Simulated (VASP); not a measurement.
# MgZn2O3 (P-3m1) in VASP: further runs, part 3 of 3

VASP 6.6.1. Earlier steps stand in the parts before.

### 5 Relaxation of cell and atoms, PBEsol

File INCAR:

```
PREC = Accurate
ENCUT = 600
EDIFF = 1E-6
ISMEAR = -1
SIGMA = 0.02
LREAL = False
LASPH = True
NELM = 100
ALGO = Normal
ISIF = 3
LWAVE = False
LCHARG = False
GGA = PS
IBRION = 2
NSW = 80
EDIFFG = -0.005
```

File KPOINTS:

```
regular mesh
0
Gamma
  12 12 4
```

File POSCAR:

```
MgZn2O3
1.0
    3.0479093966      0.0000000000      0.0000000000
   -1.5239546983      2.6395669659      0.0000000000
    0.0000000000      0.0000000000      7.4380249392
Mg Zn O
1 2 3
Direct
    0.0000000000      0.0000000000      0.0000000000
    0.3333333333      0.6666666667      0.6686375893
    0.6666666667      0.3333333333      0.3313624107
    0.3333333333      0.6666666667      0.1605454555
    0.6666666667      0.3333333333      0.8394545445
    0.0000000000      0.0000000000      0.5000000000
```

Potentials or basis: VASP PAW PBE potentials, release 64 (Mg, Zn, O).

Run with:

```console
> cat potpaw_PBE.64/Mg/POTCAR potpaw_PBE.64/Zn/POTCAR potpaw_PBE.64/O/POTCAR > POTCAR
> mpirun -np 1 vasp_std > vasp.out
```

OUTCAR:

```text
PREC = Accurate
   ENCUT = 600
   EDIFF = 1E-6
   ISMEAR = -1
   LREAL = False
   LASPH = True
   NELM = 100
   ISIF = 3
   GGA = PS
   IBRION = 2
   NSW = 80
   EDIFFG = -0.005

 ion  position               nearest neighbor table
   1  0.000  0.000  0.000-   4 2.13   5 2.13   5 2.13   4 2.13   5 2.13   4 2.13   2 3.03   3 3.03
                             2 3.03   3 3.03   3 3.03   2 3.03
   2  0.333  0.667  0.669-   6 2.16   6 2.16   6 2.16   5 2.17   5 2.17   5 2.17   1 3.03   1 3.03
                             1 3.03
   3  0.667  0.333  0.331-   6 2.16   6 2.16   6 2.16   4 2.17   4 2.17   4 2.17   1 3.03   1 3.03
                             1 3.03
   4  0.333  0.667  0.161-   1 2.13   1 2.13   1 2.13   3 2.17   3 2.17   3 2.17
   5  0.667  0.333  0.839-   1 2.13   1 2.13   1 2.13   2 2.17   2 2.17   2 2.17
   6  0.000  0.000  0.500-   2 2.16   3 2.16   3 2.16   2 2.16   3 2.16   2 2.16

  LATTYP: Found a hexagonal cell.
 ALAT       =     3.0479093966
 C/A-ratio  =     2.4403694373

  Lattice vectors:

 A1 = (   3.0479093966,   0.0000000000,   0.0000000000)
 A2 = (  -1.5239546983,   2.6395669659,   0.0000000000)
 A3 = (   0.0000000000,   0.0000000000,   7.4380249392)

Analysis of symmetry for initial positions (statically):
=====================================================================
[... 296 lines left out ...]
  energy  without entropy=      -31.5132123423  energy(sigma->0) =      -31.51321234

[... ionic steps 4 to 7 ...]

--------------------------------------- Ionic step        8  -------------------------------------------

 number of electron      44.0000009 magnetization

------------------------ aborting loop because EDIFF is reached ----------------------------------------
[... 75 lines left out ...]
--------------------------------------- Ionic step       10  -------------------------------------------

 number of electron      44.0000010 magnetization

 Free energy of the ion-electron system (eV)
  ---------------------------------------------------
  ext. energy  EPLUGINS =         0.00000000
  ---------------------------------------------------
  free energy    TOTEN  =       -31.51322799 eV

  energy without entropy =      -31.51322799  energy(sigma->0) =      -31.51322799

 E-fermi :   3.2893     XC(G=0): -12.1684

 val. band max:        2.8674883712   @ k =   0.0000   0.0000   0.0000
 cond. band min:       4.7103884600   @ k =   0.0000   0.0000   0.0000
 fundamental gap:      1.8429000888
 Fermi energy:         3.2892797608

 k-point     1 :       0.0000    0.0000    0.0000
  band No.  band energies     occupation
      1     -15.3793      2.00000
      2     -14.4259      2.00000
      3     -14.3016      2.00000
      4      -3.5166      2.00000
      5      -2.6564      2.00000
      6      -2.4717      2.00000
[... 685 lines left out ...]
     25       9.9795      0.00000
     26      12.8683      0.00000

 [... further k-points ...]

------------------------ aborting loop because EDIFF is reached ----------------------------------------

  FORCE on cell =-STRESS in cart. coord.  units (eV):
  Direction    XX          YY          ZZ          XY          YZ          ZX
  --------------------------------------------------------------------------------------
  -------------------------------------------------------------------------------------
  Total        0.0191942      0.0191942      0.0227954      0.0000000      0.0000000     -0.0000000
  in kB        0.5338196      0.5338196      0.6339748      0.0000000      0.0000000     -0.0000000
  external PRESSURE =       0.5672047 kB  Pullay stress =       0.0000000 kB
[... 21 lines left out ...]
  FREE ENERGIE OF THE ION-ELECTRON SYSTEM (eV)
  ---------------------------------------------------
  free  energy   TOTEN  =       -31.5132279940 eV

  energy  without entropy=      -31.5132279940  energy(sigma->0) =      -31.51322799

 reached required accuracy - stopping structural energy minimisation
```

OSZICAR:

```text
N       E                     dE             d eps       ncg     rms          rms(c)
DAV:   1     0.419322197358E+03    0.41932E+03   -0.24714E+04  3628   0.255E+03
DAV:   2     0.134691811724E+02   -0.40585E+03   -0.39371E+03  3966   0.503E+02
[... 75 lines left out ...]
   9 F= -.31513224E+02 E0= -.31513224E+02  d E =-.142454E-04
       N       E                     dE             d eps       ncg     rms          rms(c)
DAV:   1    -0.315132745951E+02   -0.50706E-04   -0.85391E-04  4342   0.527E-01    0.502E-02
DAV:   2    -0.315132335454E+02    0.41050E-04   -0.18917E-04  4406   0.262E-01    0.184E-02
DAV:   3    -0.315132294261E+02    0.41193E-05   -0.66210E-06  4396   0.656E-02    0.983E-03
DAV:   4    -0.315132279256E+02    0.15005E-05   -0.22904E-06  2530   0.233E-02    0.201E-03
DAV:   5    -0.315132279940E+02   -0.68358E-07   -0.14345E-06  1904   0.161E-02
  10 F= -.31513228E+02 E0= -.31513228E+02  d E =-.185120E-04
```

CONTCAR:

```text
MgZn2O3
   1.00000000000000
     3.0104656243160184   -0.0000000000000000   -0.0000000000000000
    -1.5052328121580092    2.6071397078881424    0.0000000000000000
     0.0000000000000000    0.0000000000000000    7.3398701827476849
  Mg              Zn              O
     1     2     3
Direct
     0.0000000000000000    0.0000000000000000    0.0000000000000000
     0.3333333332999970    0.6666666667000030    0.6685598034883308
     0.6666666667000030    0.3333333332999970    0.3314401965116690
     0.3333333332999970    0.6666666667000030    0.1609895334423245
     0.6666666667000030    0.3333333332999970    0.8390104665576755
     0.0000000000000000    0.0000000000000000    0.5000000000000000

  0.00000000E+00  0.00000000E+00  0.00000000E+00
  0.00000000E+00  0.00000000E+00  0.00000000E+00
  0.00000000E+00  0.00000000E+00  0.00000000E+00
  0.00000000E+00  0.00000000E+00  0.00000000E+00
  0.00000000E+00  0.00000000E+00  0.00000000E+00
  0.00000000E+00  0.00000000E+00  0.00000000E+00
```

It took 3.7 min on 1 thread of Intel Xeon 6975P-C (Granite Rapids), shared host; peak memory 0.27 GiB.

What came out:

```
Free energy                           : -31.5132 eV
Relaxed volume                        : 9.60 Å³/atom
Relaxed cell                          : a = 3.010 Å, b = 3.010 Å, c = 7.340 Å, α = 90.00°, β = 90.00°, γ = 120.00°
Space group after relaxing (to 0.1 Å) : P-3m1 (No. 164)
Energy gained by relaxing             : 7.6 meV/atom
Ionic steps                           : 10
Pressure after relaxing               : 0.1 GPa
Band gap on the k mesh                : 1.84 eV
```

Step by step:
| step | energy change (eV) | largest force (eV/Å) | pressure (GPa) | volume (Å³) |
| --- | --- | --- | --- | --- |
| 1 | 0.0000 | 0.0809 | -6.24 | 59.84 |
| 2 | -0.0338 | 0.0344 | 3.60 | 56.54 |
| 3 | -0.0453 | 0.0066 | 0.04 | 57.61 |
| 4 | -0.0453 | 0.0089 | -0.08 | 57.65 |
| 5 | -0.0453 | 0.0039 | -0.12 | 57.65 |
| 6 | -0.0453 | 0.0038 | -0.11 | 57.65 |
| 7 | -0.0453 | 0.0024 | -0.11 | 57.63 |
| 8 | -0.0453 | 0.0025 | 0.09 | 57.56 |
| 9 | -0.0453 | 0.0012 | 0.11 | 57.59 |
| 10 | -0.0453 | 0.0014 | 0.06 | 57.61 |

Final structure:
```xyz
6
Lattice="3.0105 0.0000 0.0000 -1.5052 2.6071 0.0000 0.0000 0.0000 7.3399" Properties=species:S:1:pos:R:3 pbc="T T T"
Mg    0.0000    0.0000    0.0000
Zn    0.0000    1.7381    4.9071
Zn    1.5052    0.8690    2.4327
O     0.0000    1.7381    1.1816
O     1.5052    0.8690    6.1582
O     0.0000    0.0000    3.6699
```

Levels at points of the mesh, in eV from the valence-band top:
| k point | band 19 | band 20 | band 21 | band 22 | band 23 | band 24 | band 25 | band 26 |
| --- | --- | --- | --- | --- | --- | --- | --- | --- |
| (0.00, 0.00, 0.00) | -0.94 | -0.94 | 0.00 | 0.00 | 1.84 | 5.52 | 5.62 | 10.46 |
| (0.50, 0.00, 0.00) | -1.65 | -1.19 | -0.73 | -0.33 | 5.24 | 6.91 | 7.35 | 9.03 |
| (0.00, 0.00, 0.50) | -0.58 | -0.58 | -0.10 | -0.10 | 3.21 | 4.12 | 5.98 | 10.45 |
| (0.50, 0.00, 0.50) | -2.13 | -1.55 | -0.15 | -0.11 | 5.67 | 5.98 | 7.30 | 9.47 |

Caveat: the PAW data sets were made with another functional, which shifts forces and pressure a little.

### 6 The runs side by side

| task | level | cell | cutoff (eV) | gap on the mesh (eV) | pressure (GPa) | relaxed volume (Å³/atom) | largest force (eV/Å) |
| --- | --- | --- | --- | --- | --- | --- | --- |
| relaxation of cell and atoms | r2SCAN | relaxed from a = 3.048, b = 3.048, c = 7.438 Å, angles 90.0, 90.0, 120.0°, 6 atoms, atomic positions A | 600 | 2.59 | 0.0 | 9.58 | - |
| single point | PBEsol | a = 3.009, b = 3.009, c = 7.334 Å, angles 90.0, 90.0, 120.0°, 6 atoms, atomic positions B | 520 | 1.85 | 0.6 | - | 0.07 |
| single point | r2SCAN | a = 3.006, b = 3.006, c = 7.343 Å, angles 90.0, 90.0, 120.0°, 6 atoms, atomic positions C | 520 | 2.60 | 0.6 | - | 0.11 |
| relaxation of cell and atoms | PBEsol | relaxed from a = 3.048, b = 3.048, c = 7.438 Å, angles 90.0, 90.0, 120.0°, 6 atoms, atomic positions A | 600 | 1.84 | 0.1 | 9.60 | - |

Alike in all rows: potentials or basis VASP PAW PBE potentials, release 64 (Mg, Zn, O); no spin polarisation; k mesh 12 × 12 × 4; smearing fermi-dirac 0.02 eV.

Caveats: the PAW data sets were made with another functional, which shifts forces and pressure a little.

Absolute energies hang on the potentials; compare differences alone.
